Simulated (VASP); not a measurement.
Input of a VASP 6.6.1 run:

Contents of INCAR:

```
PREC = Accurate
ENCUT = 600
EDIFF = 1E-6
ISMEAR = -1
SIGMA = 0.02
LREAL = False
LASPH = True
NELM = 100
ALGO = Normal
ISIF = 3
LWAVE = False
LCHARG = False
GGA = PE
IBRION = 2
NSW = 80
EDIFFG = -0.005
```

File KPOINTS:

```
Automatic mesh
0
Gamma
  8 8 8
```

File POSCAR:

```
Ga3P2N
1.0
   -1.7230527347      5.1691582042      2.4367645461
    1.7230527347     -5.1691582042      2.4367645461
    1.7230527347      5.1691582042     -2.4367645461
N Ga P
1 3 2
Direct
    0.0000000000      0.0000000000      0.0000000000
    0.2500000000      0.7500000000      0.5000000000
    0.5833333333      0.7500000000      0.8333333333
    0.9166666667      0.7500000000      0.1666666667
    0.3333333333      0.0000000000      0.3333333333
    0.6666666667      0.0000000000      0.6666666667
```

Potentials or basis: VASP PAW PBE potentials, release 64 (N, Ga_d, P).

Launch:

```sh
$ cat potpaw_PBE.64/N/POTCAR potpaw_PBE.64/Ga_d/POTCAR potpaw_PBE.64/P/POTCAR > POTCAR
$ mpirun -np 1 vasp_std > vasp.out
```

Predict the relaxed volume.

17.43 Å³/atom.

Predict the relaxed cell.

a = 6.369 Å, b = 6.369 Å, c = 6.369 Å, α = 146.49°, β = 59.55°, γ = 132.30°.

Forces on the atoms (eV/Å):
```
N    0.000  0.000  0.001
Ga   0.000  0.000  0.001
Ga   0.000  0.002  0.001
Ga   0.000 -0.002  0.001
P    0.000 -0.002 -0.002
P    0.000  0.002 -0.002
```

Caveat: the volume moved by over 15 % at a fixed basis, so the end points are rough.
